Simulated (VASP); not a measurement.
# NaRu (P-6m2) in VASP: a series of runs

The runs below take NaRu through single point, relaxation of cell and atoms, with PBE.

All numbers are computed with VASP 6.6.1; they aren't measurements. Logs are shortened: lines on timing, memory, paths and dates and some standing lists are left out, and cuts for length are marked.

### Step 1. The cell of the first run

The structure is hexagonal, space group P-6m2 (No. 187). Conventional cell: a = 2.707 Å, b = 2.707 Å, c = 5.218 Å, α = 90.00°, β = 90.00°, γ = 120.00°. Within 3.6 Å of Na (site symmetry -6m2) lie 6 Na at 2.71 Å and 6 Ru at 3.04 Å. Within 3.6 Å of Ru (site symmetry -6m2) lie 6 Ru at 2.71 Å and 6 Na at 3.04 Å.

### Step 2. Single point, PBE

Input file INCAR:

```
PREC = Accurate ; ENCUT = 520
EDIFF = 1E-6 ; ISMEAR = 0
SIGMA = 0.1 ; LREAL = False
LASPH = True ; NELM = 100
ALGO = Fast ; ISIF = 2
LWAVE = False ; LCHARG = False
GGA = PE ; NBANDS = 18
```

Input file KPOINTS:

```
Automatic mesh
0
Gamma
  6 6 4
```

Input file POSCAR:

```
NaRu
1.0
    2.7066120623      0.0000000000      0.0000000000
   -1.3533060311      2.3439948042      0.0000000000
    0.0000000000      0.0000000000      5.2184436158
Na Ru
1 1
Direct
    0.6666666667      0.3333333333      0.0000000000
    0.0000000000      0.0000000000      0.5000000000
```

Potentials or basis: VASP PAW PBE potentials, release 64 (Na_pv, Ru_pv).

Launch:

```console
cat potpaw_PBE.64/Na_pv/POTCAR potpaw_PBE.64/Ru_pv/POTCAR > POTCAR
mpirun -np 1 vasp_std > vasp.out
```

OUTCAR:

```text
PREC = Accurate
   ENCUT = 520
   EDIFF = 1E-6
   ISMEAR = 0
   LREAL = False
   LASPH = True
   NELM = 100
   ISIF = 2
   GGA = PE

 ion  position               nearest neighbor table
   1  0.667  0.333  0.000-   2 3.04   2 3.04   2 3.04   2 3.04   2 3.04   2 3.04
   2  0.000  0.000  0.500-   1 3.04   1 3.04   1 3.04   1 3.04   1 3.04   1 3.04

  LATTYP: Found a hexagonal cell.
 ALAT       =     2.7066120623
 C/A-ratio  =     1.9280353060

  Lattice vectors:

 A1 = (   2.7066120623,   0.0000000000,   0.0000000000)
 A2 = (  -1.3533060311,   2.3439948042,   0.0000000000)
 A3 = (   0.0000000000,   0.0000000000,   5.2184436158)

Analysis of symmetry for initial positions (statically):
=====================================================================
 Subroutine PRICEL returns:
 Original cell was already a primitive cell.

 Routine SETGRP: Setting up the symmetry group for a
 hexagonal supercell.

 Subroutine GETGRP returns: Found 12 space group operations
 (whereof 12 operations were pure point group operations)
 out of a pool of 24 trial point group operations.

The static configuration has the point symmetry D_3h.

Analysis of symmetry for dynamics (positions and initial velocities):
=====================================================================
 Subroutine PRICEL returns:
 Original cell was already a primitive cell.

 Routine SETGRP: Setting up the symmetry group for a
 hexagonal supercell.

 Subroutine GETGRP returns: Found 12 space group operations
 (whereof 12 operations were pure point group operations)
 out of a pool of 24 trial point group operations.

The dynamic configuration has the point symmetry D_3h.

 Subroutine INISYM returns: Found 12 space group operations
 (whereof 12 operations are pure point group operations),
 and found     1 'primitive' translations

----------------------------------------------------------------------------------------

                                     Primitive cell

  volume of cell :      33.1073

  direct lattice vectors                    reciprocal lattice vectors
     2.706612062  0.000000000  0.000000000     0.369465582  0.213311053  0.000000000
    -1.353306031  2.343994804  0.000000000     0.000000000  0.426622106  0.000000000
     0.000000000  0.000000000  5.218443616     0.000000000  0.000000000  0.191628017

  length of vectors
     2.706612062  2.706612062  5.218443616     0.426622106  0.426622106  0.191628017
[... 75 lines left out ...]
   ENCUT  =  520.0 eV  38.22 Ry    6.18 a.u.   5.03  5.03  9.70*2*pi/ulx,y,z
   NELM   =    100;   NELMIN=  2; NELMDL= -5     # of ELM steps
   EDIFF  = 0.1E-05   stopping-criterion for ELM
   LREAL  =      F    real-space projection
   EDIFFG = 0.1E-04   stopping-criterion for IOM
   NSW    =      0    number of steps for IOM
   IBRION =     -1    ionic relax: 0-MD 1-quasi-New 2-CG
   NFREE  =      0    steps in history (QN), initial steepest desc. (CG)
   ISIF   =      2    stress and relaxation
   ISYM   =      2    0-nonsym 1-usesym 2-fastsym
   POTIM  = 0.5000    time-step for ionic-motion
   TEBEG  =    0.0;   TEEND  =   0.0 temperature during run
   PSTRESS=    0.0 pullay stress
   NELECT =      21.0000    total number of electrons
   NUPDOWN=      -1.0000    fix difference up-down
   EMIN   =  10.00;   EMAX   =-10.00  energy-range for DOS
   EFERMI =   0.00;   METHOD = LEGACY
   ISMEAR =     0;   SIGMA  =   0.10  broadening in eV -4-tet -1-fermi 0-gaus
   EFERMI_NEDOS =   21; number of points for ismear=-14 and -15
   IALGO  =     68    algorithm
   IMIX   =      4    mixing-type and parameters
     AMIX     =   0.40;   BMIX     =  1.00
     AMIX_MAG =   1.60;   BMIX_MAG =  1.00
  volume/ion in A,a.u.               =      16.55       111.71
  Fermi-wavevector in a.u.,A,eV,Ry     =   1.406609  2.658105 26.919790  1.978549
  Thomas-Fermi vector in A             =   2.528952
   LORBIT       =      0    0 simple, 1 ext, 2 COOP (PROOUT), +10 PAW based schemes
   GGA     = PE    functional components
   LHFCALC =     F    Hartree Fock is set to
   AEXX    =    0.0000 exact exchange contribution
   IVDW    =     0    specifies the selected vdW correction
   LEPSILON=     F    determine dielectric tensor
   LRPA    =     F    only Hartree local field effects (RPA)
 non-spin polarized calculation
 RMM-DIIS sequential band-by-band and
 Gauss-broadening in eV      SIGMA  =   0.10
  energy-cutoff  :      520.00
  volume of cell :       33.11
 maximum number of plane-waves:       924
 NGX is ok and might be reduce to    20
   NGX =  9   NGY =  9   NGZ = 19

 number of electron      21.0000002 magnetization

 Free energy of the ion-electron system (eV)
  ---------------------------------------------------
  ext. energy  EPLUGINS =         0.00000000
  ---------------------------------------------------
  free energy    TOTEN  =        -9.14136972 eV

  energy without entropy =       -9.13600008  energy(sigma->0) =       -9.13868490

 E-fermi :   6.0956     XC(G=0): -10.9404

 val. band max:        6.0250872587   @ k =   0.3333   0.0000   0.5000
 cond. band min:       6.2032912228   @ k =   0.1667   0.1667   0.5000
 fundamental gap:      0.1782039641
 Fermi energy:         6.0956471688

 k-point     1 :       0.0000    0.0000    0.0000
  band No.  band energies     occupation
      1     -36.1878      2.00000
      2     -35.7992      2.00000
      3     -35.7992      2.00000
      4     -18.1637      2.00000
      5     -18.1020      2.00000
      6     -18.1020      2.00000
[... 418 lines left out ...]
      5     -18.4496      2.00000
      6     -18.0558      2.00000
[... 10 lines left out ...]
     17      16.8759      0.00000
     18      17.3016      0.00000

------------------------ aborting loop because EDIFF is reached ----------------------------------------

  FORCE on cell =-STRESS in cart. coord.  units (eV):
  Direction    XX          YY          ZZ          XY          YZ          ZX
  --------------------------------------------------------------------------------------
  -------------------------------------------------------------------------------------
  Total       -0.0032762     -0.0032762      0.0415194     -0.0000000      0.0000000      0.0000000
  in kB       -0.1585476     -0.1585476      2.0092671     -0.0000000      0.0000000      0.0000000
  external PRESSURE =       0.5640573 kB  Pullay stress =       0.0000000 kB

 VOLUME and BASIS-vectors are now :
 -----------------------------------------------------------------------------
  energy-cutoff  :      520.00
  volume of cell :       33.11
      direct lattice vectors                 reciprocal lattice vectors
     2.706612062  0.000000000  0.000000000     0.369465582  0.213311053  0.000000000
    -1.353306031  2.343994804  0.000000000     0.000000000  0.426622106  0.000000000
     0.000000000  0.000000000  5.218443616     0.000000000  0.000000000  0.191628017

 POSITION                                       TOTAL-FORCE (eV/Angst)
 -----------------------------------------------------------------------------------
      1.35331      0.78133      0.00000        -0.000000      0.000000      0.000000
      0.00000      0.00000      2.60922         0.000000     -0.000000      0.000000
 -----------------------------------------------------------------------------------
    total drift:                               -0.000000      0.000000      0.000000

  FREE ENERGIE OF THE ION-ELECTRON SYSTEM (eV)
  ---------------------------------------------------
  free  energy   TOTEN  =        -9.1413697236 eV

  energy  without entropy=       -9.1360000791  energy(sigma->0) =       -9.13868490
```

Wall time 6.7 s (1 thread of Intel Xeon 6975P-C (Granite Rapids), shared host); peak memory 0.14 GiB.

Results:

| Item | Value |
| --- | --- |
| Free energy | -9.1414 eV |
| Pressure | 0.1 GPa |
| Band gap on the k mesh | zero (an odd number of electrons rules out a gap without spin polarisation) |

Caveat: the k points lie up to 0.45 Å⁻¹ apart, too coarse for converged energies and pressures of a metal.

### Step 3. Relaxation of cell and atoms, PBE

This run uses another cell than the first one, of 17.57 Å³/atom.

Input file INCAR:

```
ALGO = Fast
EDIFF = 1E-6
EDIFFG = -0.04
ENCUT = 600
GGA = PE
IBRION = 2
ISIF = 3
ISMEAR = 0
LASPH = T
LCHARG = F
LREAL = F
LWAVE = F
NELM = 80
NSW = 90
PREC = Accurate
SIGMA = 0.1
```

Input file KPOINTS:

```
k-points
0
Gamma
  6 6 4
```

Input file POSCAR:

```
NaRu
1.0
    3.0023100191      0.0000000000      0.0000000000
   -1.5011550095      2.6000767466      0.0000000000
    0.0000000000      0.0000000000      4.5018390812
Na Ru
1 1
Direct
    0.6666666667      0.3333333333      0.0000000000
    0.0000000000      0.0000000000      0.5000000000
```

Potentials or basis: VASP PAW PBE potentials, release 64 (Na_pv, Ru_pv).

Launch:

```console
cat potpaw_PBE.64/Na_pv/POTCAR potpaw_PBE.64/Ru_pv/POTCAR > POTCAR
mpirun -np 1 vasp_std > vasp.out
```

It took 27 s on 1 thread of Intel Xeon 6975P-C (Granite Rapids), shared host; peak memory 0.16 GiB.

The run converged. Its results:

```
Free energy                           : -9.1415 eV
Relaxed volume                        : 16.58 Å³/atom
Relaxed cell                          : a = 2.709 Å, b = 2.709 Å, c = 5.218 Å, α = 90.00°, β = 90.00°, γ = 120.00°
Space group after relaxing (to 0.1 Å) : P-6m2 (No. 187)
Energy gained by relaxing             : 402.0 meV/atom
Ionic steps                           : 6
Pressure after relaxing               : -0.1 GPa
Band gap on the k mesh                : zero (an odd number of electrons rules out a gap without spin polarisation)
```

Stress tensor (GPa, compression positive):
```
-0.20  0.00  0.00
 0.00 -0.20  0.00
 0.00  0.00  0.20
```

The path:
| step | energy change (eV) | largest force (eV/Å) | pressure (GPa) | volume (Å³) |
| --- | --- | --- | --- | --- |
| 1 | 0.0000 | 0.0000 | -4.23 | 35.14 |
| 2 | -0.7269 | 0.0000 | 0.65 | 32.48 |
| 3 | -0.7763 | 0.0000 | 5.41 | 31.49 |
| 4 | -0.7781 | 0.0000 | 4.80 | 31.60 |
| 5 | -0.8002 | 0.0000 | -1.72 | 33.79 |
| 6 | -0.8040 | 0.0000 | -0.06 | 33.15 |

Final structure:
```
CELL_PARAMETERS angstrom
2.70857 0.00000 0.00000
-1.35428 2.34569 0.00000
0.00000 0.00000 5.21788
ATOMIC_POSITIONS crystal
Na 0.66667 0.33333 0.00000
Ru 0.00000 0.00000 0.50000
```

Levels at points of the mesh, in eV from the Fermi level:
```
           k point  band 8  band 9  band 10  band 11  band 12  band 13  band 14
(0.00, 0.00, 0.00)   -3.48   -1.31    -1.31     0.33     0.85     0.85     3.72
(0.50, 0.00, 0.00)   -3.03   -0.92     0.11     1.88     2.44     5.41     6.08
(0.00, 0.00, 0.50)   -2.90   -2.33    -1.31    -1.31     0.85     0.85     7.08
(0.50, 0.00, 0.50)   -3.18   -0.58     0.12     2.44     2.69     3.30     7.66
```

Caveat: the k points lie up to 0.45 Å⁻¹ apart in the final cell, too coarse for converged energies and pressures of a metal; a cell axis changed by over 15 % at a fixed basis, so the end point is rough.

### Step 4. Single point, PBE

Input file INCAR:

```
ALGO     = Fast           # electronic algorithm
EDIFF    = 1E-6           # SCF threshold, eV
ENCUT    = 520            # plane-wave cutoff, eV
GGA      = PE             # functional
ISIF     = 2              # what is computed and relaxed
ISMEAR   = 0              # smearing method
LASPH    = T              # aspherical terms in the spheres
LCHARG   = F              # write CHGCAR
LREAL    = F              # projectors in reciprocal space
LWAVE    = F              # write WAVECAR
NBANDS   = 18             # bands
NELM     = 60             # most SCF steps
PREC     = Accurate       # precision mode
SIGMA    = 0.1            # smearing width, eV
```

Input file KPOINTS:

```
k-points
0
Gamma
  24 24 12
```

Input file POSCAR:

```
NaRu
1.0
    2.7031408021      0.0000000000      0.0000000000
   -1.3515704011      2.3409886046      0.0000000000
    0.0000000000      0.0000000000      5.2313881412
Na Ru
1 1
Direct
    0.6666666667      0.3333333333      0.0000000000
    0.0000000000      0.0000000000      0.5000000000
```

Launch:

```console
cat potpaw_PBE.64/Na_pv/POTCAR potpaw_PBE.64/Ru_pv/POTCAR > POTCAR
mpirun -np 1 vasp_std > vasp.out
```

Wall time 87 s (1 thread of Intel Xeon 6975P-C (Granite Rapids), shared host); peak memory 0.33 GiB.

It converged, with:

```
Free energy            : -9.1483 eV
Pressure               : -0.1 GPa
Band gap on the k mesh : zero (an odd number of electrons rules out a gap without spin polarisation)
```

Levels at points of the mesh, in eV from the Fermi level:
```csv
k point,band 7,band 8,band 9,band 10,band 11,band 12,band 13,band 14,band 15,band 16
"(0.00, 0.00, 0.00)",-5.81,-3.60,-1.50,-1.50,0.17,0.83,0.83,3.57,11.24,15.44
"(0.50, 0.00, 0.00)",-4.38,-3.13,-0.96,0.07,1.73,2.31,5.31,5.96,7.85,11.04
"(0.00, 0.00, 0.50)",-5.30,-3.04,-2.41,-1.50,-1.50,0.83,0.83,6.87,11.24,11.43
"(0.50, 0.00, 0.50)",-4.37,-3.28,-0.61,0.08,2.31,2.51,3.18,6.27,7.56,11.30
```

### Step 5. Relaxation of cell and atoms, PBE

Input file INCAR:

```
ALGO     = Fast           # electronic algorithm
EDIFF    = 1E-7           # SCF threshold, eV
EDIFFG   = -0.01          # ionic threshold
ENCUT    = 600            # plane-wave cutoff, eV
GGA      = PE             # functional
IBRION   = 2              # ionic algorithm
ISIF     = 3              # what is computed and relaxed
ISMEAR   = 0              # smearing method
LASPH    = T              # aspherical terms in the spheres
LCHARG   = F              # write CHGCAR
LREAL    = F              # projectors in reciprocal space
LWAVE    = F              # write WAVECAR
NELM     = 80             # most SCF steps
NSW      = 100            # ionic steps
PREC     = Accurate       # precision mode
SIGMA    = 0.1            # smearing width, eV
```

KPOINTS is that of step 4.

Input file POSCAR:

```
NaRu
1.0
    2.7066120623      0.0000000000      0.0000000000
   -1.3533060312      2.3439948042      0.0000000000
    0.0000000000      0.0000000000      5.2184436158
Na Ru
1 1
Direct
    0.6666666667      0.3333333333      0.0000000000
    0.0000000000      0.0000000000      0.5000000000
```

Launch:

```console
cat potpaw_PBE.64/Na_pv/POTCAR potpaw_PBE.64/Ru_pv/POTCAR > POTCAR
mpirun -np 1 vasp_std > vasp.out
```

Run time: 4.1 min. Hardware: 1 thread of Intel Xeon 6975P-C (Granite Rapids), shared host; peak memory 0.38 GiB.

Results (log left out):

```yaml
Free_energy: -9.1483 eV
Relaxed_volume: 16.55 Å³/atom
Relaxed_cell: a = 2.703 Å, b = 2.703 Å, c = 5.231 Å, α = 90.00°, β = 90.00°, γ = 120.00°
Space_group_after_relaxing_to_0.1_Å: P-6m2 (No. 187)
Energy_gained_by_relaxing: 0.1 meV/atom
Ionic_steps: 4
Pressure_after_relaxing: 0.0 GPa
Band_gap_on_the_k_mesh: zero (an odd number of electrons rules out a gap without spin polarisation)
```

Step by step:
```csv
step,energy change (eV),largest force (eV/Å),pressure (GPa),volume (Å³)
1,0.0000,0.0000,-0.14,33.11
2,-0.0002,0.0000,0.20,33.04
3,-0.0002,0.0000,0.11,33.06
4,-0.0002,0.0000,0.00,33.10
```

Final structure:
```
Na Ru
1.0
     2.70316    0.00000    0.00000
    -1.35158    2.34100    0.00000
     0.00000    0.00000    5.23088
Na Ru
1 1
Direct
  0.66667 0.33333 0.00000
  0.00000 0.00000 0.50000
```

Levels at points of the mesh, in eV from the Fermi level:
```tsv
k point	band 7	band 8	band 9	band 10	band 11	band 12	band 13	band 14
(0.00, 0.00, 0.00)	-5.81	-3.60	-1.50	-1.50	0.17	0.83	0.83	3.57
(0.50, 0.00, 0.00)	-4.38	-3.13	-0.96	0.07	1.73	2.31	5.31	5.96
(0.00, 0.00, 0.50)	-5.30	-3.04	-2.41	-1.51	-1.51	0.83	0.83	6.87
(0.50, 0.00, 0.50)	-4.37	-3.28	-0.61	0.08	2.31	2.51	3.18	6.27
```

### Step 6. Overview

```csv
task,cell,k mesh,cutoff (eV),gap on the mesh (eV),pressure (GPa),relaxed volume (Å³/atom)
single point,"a = 2.707, b = 2.707, c = 5.218 Å, angles 90.0, 90.0, 120.0°, 2 atoms",6 × 6 × 4,520,none,0.1,-
relaxation of cell and atoms,"relaxed from a = 3.002, b = 3.002, c = 4.502 Å, angles 90.0, 90.0, 120.0°, 2 atoms",6 × 6 × 4,600,none,-0.1,16.58
single point,"a = 2.703, b = 2.703, c = 5.231 Å, angles 90.0, 90.0, 120.0°, 2 atoms",24 × 24 × 12,520,none,-0.1,-
relaxation of cell and atoms,"relaxed from a = 2.707, b = 2.707, c = 5.218 Å, angles 90.0, 90.0, 120.0°, 2 atoms",24 × 24 × 12,600,none,0.0,16.55
```

Alike in all rows: level PBE; potentials or basis VASP PAW PBE potentials, release 64 (Na_pv, Ru_pv); no spin polarisation; smearing gaussian 0.1 eV.

Caveats: some runs use coarse meshes; a cell axis changed by over 15 % at a fixed basis, so the end point is rough (at least some runs).

Absolute energies hang on the potentials; compare differences alone.

The gap in the log of VASP goes by the Fermi energy; the results here count the filled bands.